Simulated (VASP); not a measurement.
Mo: relaxation of cell and atoms with LDA

The system is Mo.

```xyz
2
Lattice="-2.2161 2.2161 1.2189 2.2161 -2.2161 1.2189 2.2161 2.2161 -1.2189" Properties=species:S:1:pos:R:3 pbc="T T T"
Mo    0.0000   -1.1081   -0.3047
Mo    0.0000    1.1081    0.3047
```

```json
{
  "Program": "VASP 6.6.1",
  "Task": "relaxation of cell and atoms",
  "Functional": "LDA",
  "Potentials or basis": "VASP PAW LDA potentials, release 64 (Mo_sv)",
  "Cutoff": "600 eV",
  "k mesh": "18 × 18 × 18",
  "Occupations": "fermi-dirac, width 0.05 eV",
  "Spin": "no spin polarisation",
  "Target pressure": "120 GPa",
  "Dipole correction": "no",
  "Further INCAR settings": "ALGO = Normal; EDIFF = 1e-06; IBRION = 2; EDIFFG = -0.005; NSW = 60; ISIF = 3"
}
```

| Quantity | Value |
| --- | --- |
| Relaxed volume | 12.07 Å³/atom |
| Relaxed cell | a = 3.407 Å, b = 3.407 Å, c = 3.407 Å, α = 96.92°, β = 96.92°, γ = 139.37° |
| Space group after relaxing (to 0.1 Å) | I4_1/amd (No. 141) |
| Energy change on relaxing (the run minimises the enthalpy) | -117.7 meV/atom |
| Ionic steps | 14 |
| Pressure after relaxing | 120.0 GPa |
| Band gap on the k mesh | zero (bands 14 and 15 overlap by 4.30 eV) |

Stress tensor (GPa, compression positive):
```
120.05   0.00   0.00
  0.00 120.05   0.00
  0.00   0.00 119.97
```

Step by step:
| step | energy change (eV) | largest force (eV/Å) | pressure (GPa) | volume (Å³) |
| --- | --- | --- | --- | --- |
| 1 | 0.0000 | 0.0000 | 127.03 | 23.94 |
| 2 | -1.1021 | 0.0000 | 85.13 | 25.71 |
| 3 | -0.5080 | 0.0000 | 109.80 | 24.54 |
| 4 | 0.9453 | 0.0000 | 158.81 | 23.01 |
| 5 | -0.3111 | 0.0000 | 117.29 | 24.25 |
| 6 | -0.2943 | 0.0000 | 117.90 | 24.23 |
| 7 | -0.2894 | 0.0000 | 118.02 | 24.22 |
| 8 | -0.0863 | 0.0000 | 125.43 | 23.96 |
| 9 | -0.2357 | 0.0000 | 120.03 | 24.15 |
| 10 | -0.2346 | 0.0000 | 120.08 | 24.15 |
| 11 | -0.2400 | 0.0000 | 119.95 | 24.16 |
| 12 | -0.2371 | 0.0000 | 119.94 | 24.15 |
| 13 | -0.2356 | 0.0000 | 120.04 | 24.15 |
| 14 | -0.2354 | 0.0000 | 120.02 | 24.15 |

Final structure:
```yaml
crystal:
  lattice:
    - [-2.25914, 2.25914, 1.18292]
    - [2.25914, -2.25914, 1.18292]
    - [2.25914, 2.25914, -1.18292]
  atoms:
    - { symbol: Mo, position: [0.62500, 0.87500, 0.75000] }
    - { symbol: Mo, position: [0.37500, 0.12500, 0.25000] }
```

Levels at points of the mesh, in eV from the Fermi level:
| k point | band 12 | band 13 | band 14 | band 15 | band 16 | band 17 |
| --- | --- | --- | --- | --- | --- | --- |
| (0.00, 0.00, 0.00) | -4.77 | -4.27 | 2.09 | 2.09 | 2.24 | 2.24 |
| (0.50, 0.00, 0.00) | -2.91 | -1.43 | -0.67 | 1.81 | 1.99 | 4.27 |
| (0.50, 0.50, 0.00) | -4.03 | -1.47 | -1.47 | 1.71 | 1.71 | 3.83 |
| (0.50, 0.50, 0.50) | -3.66 | 0.70 | 0.70 | 0.75 | 0.75 | 3.08 |

It took 47 min on 1 thread of Intel Xeon 8259CL, on a shared host, peak memory 0.34 GiB.

Caveat: the cell is relaxed towards a set pressure, so the run minimises the enthalpy, not the energy.
